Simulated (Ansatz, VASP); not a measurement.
# CdF2: VASP beside Ansatz

```
Cd F
1.0
    -0.20100    2.74027    2.66711
     2.74027   -0.20100    2.66711
     2.53927    2.53927    0.00000
Cd F
1 2
Direct
  0.00000 0.00000 0.00000
  0.25000 0.25000 0.25000
  0.75000 0.75000 0.75000
```

Change from the starting cell: engineering shear strain xy -0.1467, normal strain along z -0.0267.

Alike in both runs: task single point; functional PBE; k mesh 8 × 8 × 8; occupations gaussian, width 0.05 eV; no spin polarisation.

|  | VASP | Ansatz |
| --- | --- | --- |
| version | VASP 6.6.1 | Ansatz 0.2.0 |
| potentials or method | VASP PAW PBE potentials, release 64 (Cd, F), cutoff 520 eV | scalar-relativistic, plane waves, PAW |
| valence electrons in the cell | 26 | 34 |

|  | VASP | Ansatz | Ansatz less VASP |
| --- | --- | --- | --- |
| gap on the k mesh at the Fermi level (eV) | 2.93 | 2.96 | +0.033 |
| least direct gap on the mesh (eV) | 3.22 | 3.25 | +0.033 |
| pressure (GPa) | 6.2 | 5.4 | -0.80 |
| traceless stress, the component that is largest in VASP (GPa) | 4.69 | 4.11 | -0.580 |
| rms of the force components (eV/Å) | 0.190 | 0.162 | -0.0281 |

Atom by atom the forces differ by 0.028 eV/Å (rms over components). With one functional, cell and mesh, what is left measures potentials, basis and numerics. VASP's potentials hold 26 valence electrons a cell and Ansatz's 34, so a difference there can come from the potentials and not from the codes.
